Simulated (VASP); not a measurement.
Crystal: Os.

```
CELL_PARAMETERS angstrom
2.73938 0.00000 0.00000
-1.36969 2.37237 0.00000
0.00000 0.00000 4.31382
ATOMIC_POSITIONS crystal
Os 0.33333 0.66667 0.25000
Os 0.66667 0.33333 0.75000
```

Base run:

* Program: VASP 6.6.1
* Functional: r2SCAN
* Potentials or basis: VASP PAW PBE potentials, release 64 (Os_sv_GW)
* Cutoff: 620 eV
* k mesh: 13 × 13 × 7
* Occupations: gaussian, width 0.6 eV
* Spin: no spin polarisation

Its results: band gap on the k mesh zero (bands 16 and 17 overlap by 3.99 eV); pressure 0.1 GPa.

Task: The run is repeated on the same cell with these changes: occupations from gaussian, width 0.6 eV to fermi-dirac, width 0.1 eV. What comes out?

Result: Band gap on the k mesh zero (bands 16 and 17 overlap by 3.99 eV); pressure -0.8 GPa.

Caveats: the PAW data sets were made with another functional, which shifts forces and pressure a little; spin-orbit coupling is left out, which moves the levels of the heavy elements; so wide a smearing shifts energies and pressures (at least some runs).
